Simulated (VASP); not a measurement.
Runs of VASP 6.6.1 on Be. The structure is that of space group P6_3/mmc (No. 194), or close to it. The cells are those of the table. 

```tsv
cell	k mesh	gap on the mesh (eV)	pressure (GPa)
a = 2.254, b = 2.254, c = 7.180 Å, angles 90.0, 90.0, 120.0°, 4 atoms	16 × 16 × 5	none	0.2
a = 2.341, b = 2.341, c = 7.456 Å, angles 90.0, 90.0, 120.0°, 4 atoms	18 × 18 × 5	none	-11.6
a = 2.313, b = 2.313, c = 7.366 Å, angles 90.0, 90.0, 120.0°, 4 atoms	18 × 18 × 5	none	-8.3
a = 2.224, b = 2.224, c = 7.083 Å, angles 90.0, 90.0, 120.0°, 4 atoms	18 × 18 × 5	none	(b)
a = 2.254, b = 2.254, c = 7.180 Å, angles 90.0, 90.0, 120.0°, 4 atoms	21 × 21 × 6	none	0.2
a = 2.284, b = 2.284, c = 7.274 Å, angles 90.0, 90.0, 120.0°, 4 atoms	18 × 18 × 5	none	(a)
a = 2.193, b = 2.193, c = 6.983 Å, angles 90.0, 90.0, 120.0°, 4 atoms	18 × 18 × 5	none	12.1
a = 2.160, b = 2.160, c = 6.880 Å, angles 90.0, 90.0, 120.0°, 4 atoms	18 × 18 × 5	none	19.8
```

Alike in all rows: task single point; level r2SCAN; potentials or basis VASP PAW PBE potentials, release 64 (Be); no spin polarisation; cutoff (eV) 520; smearing fermi-dirac 0.1 eV.

**Question.** Estimate the missing entries.

**Answer.** (a) -4.4; (b) 5.6.

Caveats: the PAW data sets were made with another functional, which shifts forces and pressure a little; the cell stands under tension (at least some runs); the cell stands under pressure (at least some runs).

A gap of «none» marks levels without a gap at the run's occupations.
